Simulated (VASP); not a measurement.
# Ti (Im-3m) in VASP: further runs

The runs below take Ti through relaxation of cell and atoms, single point, with PBE+D3(BJ), RPBE, PBE, revPBE+D3(BJ).

All numbers are computed with VASP 6.6.1; they aren't measurements. Logs are shortened: lines on timing, memory, paths and dates and some standing lists are left out, and cuts for length are marked.

**1. The cell of the first run**

The structure is cubic, space group Im-3m (No. 229). The conventional cell has a = 3.282 Å, b = 3.282 Å, c = 3.282 Å, α = 90.00°, β = 90.00°, γ = 90.00°. Ti (site symmetry m-3m) has 14 Ti at 2.84 to 3.28 Å within 3.7 Å.

**2. Relaxation of cell and atoms, PBE+D3(BJ)**

INCAR reads:

```
PREC = Accurate
ENCUT = 600
EDIFF = 1E-6
ISMEAR = -1
SIGMA = 0.05
LREAL = F
LASPH = T
NELM = 100
ALGO = Normal
ISIF = 3
LWAVE = F
LCHARG = F
GGA = PE
IVDW = 12
IBRION = 2
NSW = 80
EDIFFG = -0.005
```

KPOINTS reads:

```
Automatic mesh
0
Gamma
  11 11 11
```

POSCAR reads:

```
Ti
1.0
   -1.6410000000      1.6410000000      1.6410000000
    1.6410000000     -1.6410000000      1.6410000000
    1.6410000000      1.6410000000     -1.6410000000
Ti
1
Direct
    0.0000000000      0.0000000000      0.0000000000
```

Potentials or basis: VASP PAW PBE potentials, release 64 (Ti_sv).

Started as:

```sh
> cat potpaw_PBE.64/Ti_sv/POTCAR > POTCAR
> mpirun -np 1 vasp_std > vasp.out
```

OUTCAR:

```text
PREC = Accurate
   ENCUT = 600
   EDIFF = 1E-6
   ISMEAR = -1
   LREAL = F
   LASPH = T
   NELM = 100
   ISIF = 3
   GGA = PE
   IVDW = 12
   IBRION = 2
   NSW = 80
   EDIFFG = -0.005
 IVDW          = 12

 ion  position               nearest neighbor table
   1  0.000  0.000  0.000-

  LATTYP: Found a body centered cubic cell.
 ALAT       =     3.2820000000

  Lattice vectors:

 A1 = (  -1.6410000000,   1.6410000000,   1.6410000000)
 A2 = (   1.6410000000,  -1.6410000000,   1.6410000000)
 A3 = (   1.6410000000,   1.6410000000,  -1.6410000000)

Analysis of symmetry for initial positions (statically):
=====================================================================
 Subroutine PRICEL returns:
 Original cell was already a primitive cell.

 Routine SETGRP: Setting up the symmetry group for a
 body centered cubic supercell.

 Subroutine GETGRP returns: Found 48 space group operations
[... 9 lines left out ...]

 Routine SETGRP: Setting up the symmetry group for a
 body centered cubic supercell.

 Subroutine GETGRP returns: Found 48 space group operations
[... 11 lines left out ...]
                                     Primitive cell

  volume of cell :      17.6761

  direct lattice vectors                    reciprocal lattice vectors
    -1.641000000  1.641000000  1.641000000     0.000000000  0.304692261  0.304692261
     1.641000000 -1.641000000  1.641000000     0.304692261  0.000000000  0.304692261
     1.641000000  1.641000000 -1.641000000     0.304692261  0.304692261  0.000000000

  length of vectors
     2.842295375  2.842295375  2.842295375     0.430899928  0.430899928  0.430899928

  position of ions in fractional coordinates (direct lattice)
     0.000000000  0.000000000  0.000000000

  ion indices of the primitive-cell ions
   primitive index   ion index
                 1           1

----------------------------------------------------------------------------------------

 KPOINTS: Automatic mesh

Automatic generation of k-mesh.
 Grid dimensions read from file:
 generate k-points for:   11   11   11

 Generating k-lattice:

  Cartesian coordinates                     Fractional coordinates (reciprocal lattice)
     0.000000000  0.027699296  0.027699296     0.090909091  0.000000000  0.000000000
     0.027699296  0.000000000  0.027699296     0.000000000  0.090909091  0.000000000
     0.027699296  0.027699296  0.000000000     0.000000000  0.000000000  0.090909091

  Length of vectors
     0.039172721  0.039172721  0.039172721

  Shift w.r.t. Gamma in fractional coordinates (k-lattice)
[... 41 lines left out ...]
   NGXF,Y,Z  is equivalent  to a cutoff of  28.08, 28.08, 28.08 a.u.
 SYSTEM =  unknown system
   PREC   = accura    normal or accurate (medium, high low for compatibility)
   ISTART =      0    job   : 0-new  1-cont  2-samecut
   ICHARG =      2    charge: 1-file 2-atom 10-const
   ISPIN  =      1    spin polarized calculation?
   LNONCOLLINEAR =      F non collinear calculations
   LSORBIT =      F    spin-orbit coupling
   LASPH  =      T    aspherical Exc in radial PAW
   ENCUT  =  600.0 eV  44.10 Ry    6.64 a.u.   5.68  5.68  5.68*2*pi/ulx,y,z
   NELM   =    100;   NELMIN=  2; NELMDL= -5     # of ELM steps
   EDIFF  = 0.1E-05   stopping-criterion for ELM
   LREAL  =      F    real-space projection
   EDIFFG = -.5E-02   stopping-criterion for IOM
   NSW    =     80    number of steps for IOM
   IBRION =      2    ionic relax: 0-MD 1-quasi-New 2-CG
   NFREE  =      1    steps in history (QN), initial steepest desc. (CG)
   ISIF   =      3    stress and relaxation
   ISYM   =      2    0-nonsym 1-usesym 2-fastsym
   POTIM  = 0.5000    time-step for ionic-motion
   TEBEG  =    0.0;   TEEND  =   0.0 temperature during run
   PSTRESS=    0.0 pullay stress
   NELECT =      12.0000    total number of electrons
   NUPDOWN=      -1.0000    fix difference up-down
   EMIN   =  10.00;   EMAX   =-10.00  energy-range for DOS
   EFERMI =   0.00;   METHOD = LEGACY
   ISMEAR =    -1;   SIGMA  =   0.05  broadening in eV -4-tet -1-fermi 0-gaus
   EFERMI_NEDOS =   21; number of points for ismear=-14 and -15
   IALGO  =     38    algorithm
   IMIX   =      4    mixing-type and parameters
     AMIX     =   0.40;   BMIX     =  1.00
     AMIX_MAG =   1.60;   BMIX_MAG =  1.00
  volume/ion in A,a.u.               =      17.68       119.28
  Fermi-wavevector in a.u.,A,eV,Ry     =   1.438821  2.718977 28.166848  2.070205
  Thomas-Fermi vector in A             =   2.557745
   LORBIT       =      0    0 simple, 1 ext, 2 COOP (PROOUT), +10 PAW based schemes
   GGA     = PE    functional components
   LHFCALC =     F    Hartree Fock is set to
   AEXX    =    0.0000 exact exchange contribution
   IVDW    =    12    specifies the selected vdW correction
   LEPSILON=     F    determine dielectric tensor
   LRPA    =     F    only Hartree local field effects (RPA)
 conjugate gradient relaxation of ions
 non-spin polarized calculation
  energy-cutoff  :      600.00
  volume of cell :       17.68
 maximum number of plane-waves:       603
   NGX = 11   NGY = 11   NGZ = 11

--------------------------------------- Ionic step        1  -------------------------------------------

 number of electron      12.0000001 magnetization

 Free energy of the ion-electron system (eV)
  ---------------------------------------------------
  ext. energy  EPLUGINS =         0.00000000
  ---------------------------------------------------
  free energy    TOTEN  =        -7.72931863 eV

  energy without entropy =       -7.70663958  energy(sigma->0) =       -7.71797911

------------------------ aborting loop because EDIFF is reached ----------------------------------------

 Edisp (eV)   -0.58994

 E8    (eV) :    -0.2796
[... 69 lines left out ...]
--------------------------------------- Ionic step        3  -------------------------------------------

 number of electron      12.0000003 magnetization

 Free energy of the ion-electron system (eV)
  ---------------------------------------------------
  ext. energy  EPLUGINS =         0.00000000
  ---------------------------------------------------
  free energy    TOTEN  =        -7.71448106 eV

  energy without entropy =       -7.69591600  energy(sigma->0) =       -7.70519853

 E-fermi :   8.7915     XC(G=0): -11.8114

 val. band max:        8.7797690578   @ k =   0.2727   0.0909   0.0909
 cond. band min:       8.8073954903   @ k =  -0.3636   0.3636   0.0909
 fundamental gap:      0.0276264325
 Fermi energy:         8.7915242629

 k-point     1 :       0.0000    0.0000    0.0000
  band No.  band energies     occupation
      1     -47.5918      2.00000
      2     -23.3619      2.00000
      3     -23.3619      2.00000
      4     -23.3619      2.00000
      5       2.7099      2.00000
      6       9.8553      0.00000
      7       9.8553      0.00000
      8       9.8553      0.00000
      9      11.7639      0.00000
     10      11.7639      0.00000
[... 287 lines left out ...]
 k-point    24 :       0.3636    0.1818    0.0909
  band No.  band energies     occupation
      1     -47.4105      2.00000
      2     -24.0450      2.00000
      3     -23.7322      2.00000
      4     -23.4956      2.00000
      5       7.2536      2.00000
      6       8.1418      2.00000
      7       8.9255      0.12847
      8      11.9785      0.00000
      9      12.1920      0.00000
     10      15.6528      0.00000

 [... further k-points ...]

------------------------ aborting loop because EDIFF is reached ----------------------------------------

 Edisp (eV)   -0.64464

 E8    (eV) :    -0.3060
[... 24 lines left out ...]
  FREE ENERGIE OF THE ION-ELECTRON SYSTEM (eV)
  ---------------------------------------------------
  free  energy   TOTEN  =        -8.3591182793 eV

  energy  without entropy=       -8.3405532115  energy(sigma->0) =       -8.34983575

 reached required accuracy - stopping structural energy minimisation
```

OSZICAR:

```text
N       E                     dE             d eps       ncg     rms          rms(c)
DAV:   1     0.797278421565E+02    0.79728E+02   -0.73610E+03  1120   0.160E+03
DAV:   2    -0.432263665764E+01   -0.84050E+02   -0.82794E+02  1142   0.326E+02
DAV:   3    -0.867268779554E+01   -0.43501E+01   -0.42843E+01  1562   0.751E+01
[... 26 lines left out ...]
DAV:   4    -0.770296467089E+01   -0.12138E-01   -0.23857E-02  1620   0.101E+00    0.312E-01
DAV:   5    -0.771365755444E+01   -0.10693E-01   -0.21577E-02  1546   0.799E-01    0.150E-01
DAV:   6    -0.771420136825E+01   -0.54381E-03   -0.11470E-03  1276   0.272E-01    0.864E-02
DAV:   7    -0.771447952459E+01   -0.27816E-03   -0.94476E-04  1330   0.312E-01    0.584E-02
DAV:   8    -0.771448152083E+01   -0.19962E-05   -0.97856E-05  1146   0.116E-01    0.483E-03
DAV:   9    -0.771448106358E+01    0.45725E-06   -0.13726E-06   932   0.109E-02
   3 F= -.83591183E+01 E0= -.83498357E+01  d E =-.398638E-01
```

CONTCAR:

```text
Ti
   1.00000000000000
    -1.5953210621365017    1.5953210621365017    1.5953210621365017
     1.5953210621365017   -1.5953210621365017    1.5953210621365017
     1.5953210621365017    1.5953210621365017   -1.5953210621365017
  Ti
     1
Direct
     0.0000000000000000    0.0000000000000000    0.0000000000000000

  0.00000000E+00  0.00000000E+00  0.00000000E+00
```

Run time: 19 s. Hardware: 1 thread of Intel Xeon 6975P-C, shared host; peak memory 0.16 GiB.

What came out:

- Free energy: -8.3591 eV
- Relaxed volume: 16.24 Å³/atom
- Relaxed cell: a = 2.763 Å, b = 2.763 Å, c = 2.763 Å, α = 109.47°, β = 109.47°, γ = 109.47°
- Space group after relaxing (to 0.05 Å): Im-3m (No. 229)
- Energy gained by relaxing: 39.9 meV/atom
- Ionic steps: 3
- Pressure after relaxing: 0.0 GPa
- Band gap on the k mesh: zero (band 6 reaches 9.87 eV, above the bottom of band 7 at 8.15 eV)
- Dispersion energy per atom: -0.645 eV

The path:
```tsv
step	energy change (eV)	largest force (eV/Å)	pressure (GPa)	volume (Å³)
1	0.0000	0.0000	-8.30	17.68
2	-0.0246	0.0000	6.30	15.43
3	-0.0399	0.0000	0.00	16.24
```

Final structure:
```xyz
1
Lattice="-1.5953 1.5953 1.5953 1.5953 -1.5953 1.5953 1.5953 1.5953 -1.5953" Properties=species:S:1:pos:R:3 pbc="T T T"
Ti    0.0000    0.0000    0.0000
```

Levels at points of the mesh, in eV from the Fermi level:
| k point | band 4 | band 5 | band 6 | band 7 | band 8 | band 9 |
| --- | --- | --- | --- | --- | --- | --- |
| (0.00, 0.00, 0.00) | -32.15 | -6.08 | 1.06 | 1.06 | 1.06 | 2.97 |

Caveat: pairwise dispersion overbinds metals, which lowers pressure and volume.

**3. Single point, RPBE**

This run uses another cell than the first one, of 17.79 Å³/atom, 1.007 times its volume.

INCAR reads:

```
SYSTEM = Ti
PREC = Accurate ; ENCUT = 500
EDIFF = 1E-6 ; ISMEAR = -1
SIGMA = 0.05 ; LREAL = .False.
LASPH = .True. ; NELM = 120
ALGO = Normal ; ISIF = 2
LWAVE = .False. ; LCHARG = .False.
GGA = RP ; NBANDS = 12
GGA_COMPAT = .False.
```

KPOINTS reads:

```
regular mesh
0
Gamma
  11 11 11
  0 0 0
```

POSCAR reads:

```
Ti
1.0
   -1.6445980428      1.6445980428      1.6445980428
    1.6445980428     -1.6445980428      1.6445980428
    1.6445980428      1.6445980428     -1.6445980428
Ti
1
Direct
    0.0000000000      0.0000000000      0.0000000000
```

Potentials or basis: VASP PAW PBE potentials, release 64 (Ti_sv).

Started as:

```sh
> cat potpaw_PBE.64/Ti_sv/POTCAR > POTCAR
> mpirun -np 1 vasp_std > vasp.out
```

Run time: 5.8 s. Hardware: 1 thread of Intel Xeon Platinum 8375C at 2.90GHz (Ice Lake), shared host; peak memory 0.14 GiB.

Results (log left out):

* Free energy: -7.3305 eV
* Pressure: -0.3 GPa
* Band gap on the k mesh: zero (band 6 reaches 8.94 eV, above the bottom of band 7 at 7.38 eV)

Levels at points of the mesh, in eV from the Fermi level:
| k point | band 2 | band 3 | band 4 | band 5 | band 6 | band 7 | band 8 | band 9 | band 10 | band 11 |
| --- | --- | --- | --- | --- | --- | --- | --- | --- | --- | --- |
| (0.00, 0.00, 0.00) | -32.53 | -32.53 | -32.53 | -5.92 | 0.99 | 0.99 | 0.99 | 2.68 | 2.68 | 17.20 |

Caveat: the PAW data sets were made with another functional, which shifts forces and pressure a little.

**4. Single point, PBE**

INCAR reads:

```
SYSTEM = Ti
ALGO = Normal
EDIFF = 1E-7
ENCUT = 520
GGA = PE
ISIF = 2
ISMEAR = -1
LASPH = .TRUE.
LCHARG = .FALSE.
LREAL = .FALSE.
LWAVE = .FALSE.
NBANDS = 12
NELM = 80
PREC = Accurate
SIGMA = 0.03
```

KPOINTS reads:

```
k-points
0
G
  4 4 4
  0 0 0
```

POSCAR reads:

```
Ti
1.0
   -1.6410000000      1.6410000000      1.6410000000
    1.6410000000     -1.6410000000      1.6410000000
    1.6410000000      1.6410000000     -1.6410000000
Ti
1
Direct
    0.0000000000      0.0000000000      0.0000000000
```

Started as:

```sh
> cat potpaw_PBE.64/Ti_sv/POTCAR > POTCAR
> mpirun -np 1 vasp_std > vasp.out
```

It took 4.9 s on 1 thread of Intel Xeon 8259CL, shared host; peak memory 0.13 GiB.

The run converged. Its results:

- Free energy: -7.7798 eV
- Pressure: -1.7 GPa
- Band gap on the k mesh: zero (band 6 reaches 8.83 eV, above the bottom of band 7 at 7.27 eV)

Levels at points of the mesh, in eV from the Fermi level:
```
           k point  band 3  band 4  band 5  band 6  band 7  band 8  band 9  band 10
(0.00, 0.00, 0.00)  -32.46  -32.46   -5.87    0.97    0.97    0.97    2.69     2.69
(0.50, 0.00, 0.00)  -32.66  -32.47   -2.38   -0.37    1.13    2.67    3.01     4.16
(0.50, 0.50, 0.50)  -32.90  -32.90   -2.02   -2.02    3.82    3.82    3.82     8.27
```

Caveat: the k points lie up to 0.68 Å⁻¹ apart.

**5. Single point, revPBE+D3(BJ)**

This run uses another cell than the first one, of 15.83 Å³/atom, 0.895 times its volume.

INCAR reads:

```
ALGO = Normal
EDIFF = 1E-6
ENCUT = 520
GGA = RE
ISIF = 2
ISMEAR = -1
IVDW = 12
LASPH = True
LCHARG = True
LELF = True
LREAL = False
LVHAR = True
LWAVE = False
NBANDS = 12
NELM = 100
PREC = Accurate
SIGMA = 0.05
```

KPOINTS reads:

```
k-points
0
Gamma
  11 11 11
```

POSCAR reads:

```
Ti
1.0
   -1.5816049235      1.5816049235      1.5816049235
    1.5816049235     -1.5816049235      1.5816049235
    1.5816049235      1.5816049235     -1.5816049235
Ti
1
Direct
    0.0000000000      0.0000000000      0.0000000000
```

Started as:

```sh
> cat potpaw_PBE.64/Ti_sv/POTCAR > POTCAR
> mpirun -np 1 vasp_std > vasp.out
```

Wall time 9.8 s (1 thread of Intel Xeon 8259CL, shared host); peak memory 0.14 GiB.

It converged, with:

| Property | Result |
| --- | --- |
| Free energy | -8.5793 eV |
| Pressure | -0.4 GPa |
| Band gap on the k mesh | zero (band 6 reaches 10.27 eV, above the bottom of band 7 at 8.50 eV) |
| Dispersion energy per atom | -1.233 eV |

Levels at points of the mesh, in eV from the Fermi level:
```
           k point  band 3  band 4  band 5  band 6  band 7  band 8  band 9  band 10
(0.00, 0.00, 0.00)  -32.12  -32.12   -6.15    1.10    1.10    1.10    3.06     3.06
```

Caveat: the PAW data sets were made with another functional, which shifts forces and pressure a little; pairwise dispersion overbinds metals, which lowers pressure and volume.

**6. Overview**

| task | level | cell | k mesh | cutoff (eV) | smearing | gap on the mesh (eV) | pressure (GPa) |
| --- | --- | --- | --- | --- | --- | --- | --- |
| relaxation of cell and atoms | PBE+D3(BJ) | relaxed from a = 2.842 Å, angles 109.5°, 1 atom | 11 × 11 × 11 | 600 | fermi-dirac 0.05 eV | none | 0.0 |
| single point | RPBE | a = 2.849 Å, angles 109.5°, 1 atom | 11 × 11 × 11 | 500 | fermi-dirac 0.05 eV | none | -0.3 |
| single point | PBE | a = 2.842 Å, angles 109.5°, 1 atom | 4 × 4 × 4 | 520 | fermi-dirac 0.03 eV | none | -1.7 |
| single point | revPBE+D3(BJ) | a = 2.739 Å, angles 109.5°, 1 atom | 11 × 11 × 11 | 520 | fermi-dirac 0.05 eV | none | -0.4 |

Alike in all rows: potentials or basis VASP PAW PBE potentials, release 64 (Ti_sv); no spin polarisation.

Caveats: some runs use coarse meshes; pairwise dispersion overbinds metals, which lowers pressure and volume (some runs); the PAW data sets were made with another functional, which shifts forces and pressure a little (some runs).

Absolute energies hang on the potentials; compare differences alone.
